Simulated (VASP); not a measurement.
## Sn4Te: relaxation of cell and atoms with PBE

The system is Sn4Te.

```
Sn Te
1.0
     5.82916    0.00000    0.00000
     0.00000    5.82916    0.00000
     0.00000    0.00000    5.82916
Sn Te
4 1
Direct
  0.00000 0.50000 0.50000
  0.50000 0.50000 0.00000
  0.50000 0.00000 0.50000
  0.00000 0.00000 0.00000
  0.50000 0.50000 0.50000
```

The cell was built from a structure type or drawn by symmetry, and may not be a known phase.

```yaml
Program: VASP 6.6.1
Task: relaxation of cell and atoms
Functional: PBE
Potentials_or_basis: VASP PAW PBE potentials, release 64 (Sn_d, Te)
Cutoff: 600 eV
k_mesh: 6 × 6 × 6
Occupations: gaussian, width 0.1 eV
Spin: no spin polarisation
Dipole_correction: no
Further_INCAR_settings: ALGO = Fast; EDIFF = 1e-07; IBRION = 2; EDIFFG = -0.01; NSW = 100; ISIF = 3
```

```json
{"Relaxed volume": "39.87 Å³/atom", "Relaxed cell": "a = 5.842 Å, b = 5.842 Å, c = 5.842 Å, α = 90.00°, β = 90.00°, γ = 90.00°", "Space group after relaxing (to 0.1 Å)": "Pm-3m (No. 221)", "Energy gained by relaxing": "0.2 meV/atom", "Ionic steps": "2", "Pressure after relaxing": "0.0 GPa", "Band gap on the k mesh": "zero (bands 31 and 32 overlap by 0.52 eV)"}
```

Step by step:
| step | energy change (eV) | largest force (eV/Å) | pressure (GPa) | volume (Å³) |
| --- | --- | --- | --- | --- |
| 1 | 0.0000 | 0.0000 | 0.18 | 198.07 |
| 2 | -0.0009 | 0.0000 | 0.02 | 199.37 |

Final structure:
```cif
data_structure
_symmetry_space_group_name_H-M 'P 1'
_symmetry_Int_Tables_number 1
_cell_length_a 5.8419
_cell_length_b 5.8419
_cell_length_c 5.8419
_cell_angle_alpha 90.000
_cell_angle_beta 90.000
_cell_angle_gamma 90.000
_cell_volume 199.37
loop_
_atom_site_label
_atom_site_type_symbol
_atom_site_fract_x
_atom_site_fract_y
_atom_site_fract_z
_atom_site_occupancy
Sn1 Sn 0.00000 0.50000 0.50000 1
Sn2 Sn 0.50000 0.50000 0.00000 1
Sn3 Sn 0.50000 0.00000 0.50000 1
Sn4 Sn 0.00000 0.00000 0.00000 1
Te1 Te 0.50000 0.50000 0.50000 1
```

Levels at points of the mesh, in eV from the Fermi level:
| k point | band 28 | band 29 | band 30 | band 31 | band 32 | band 33 | band 34 | band 35 |
| --- | --- | --- | --- | --- | --- | --- | --- | --- |
| (0.00, 0.00, 0.00) | -4.69 | -0.41 | -0.41 | -0.41 | 1.08 | 1.08 | 1.08 | 3.20 |
| (0.50, 0.00, 0.00) | -0.84 | -0.84 | -0.51 | 0.26 | 0.50 | 0.95 | 0.95 | 1.27 |
| (0.50, 0.50, 0.00) | -0.84 | -0.84 | -0.27 | -0.27 | -0.03 | -0.03 | 0.43 | 1.09 |
| (0.50, 0.50, 0.50) | -2.41 | -0.06 | -0.06 | -0.06 | 1.13 | 1.13 | 1.87 | 2.67 |

Run time: 4.5 min on 1 thread of Intel(R) Xeon(R) Platinum 8488C (Sapphire Rapids) (shared host), peak memory 0.42 GiB.

Caveat: semilocal functionals underestimate gaps, so a narrow gap can read as zero; spin-orbit coupling is left out, which moves the levels of the heavy elements.
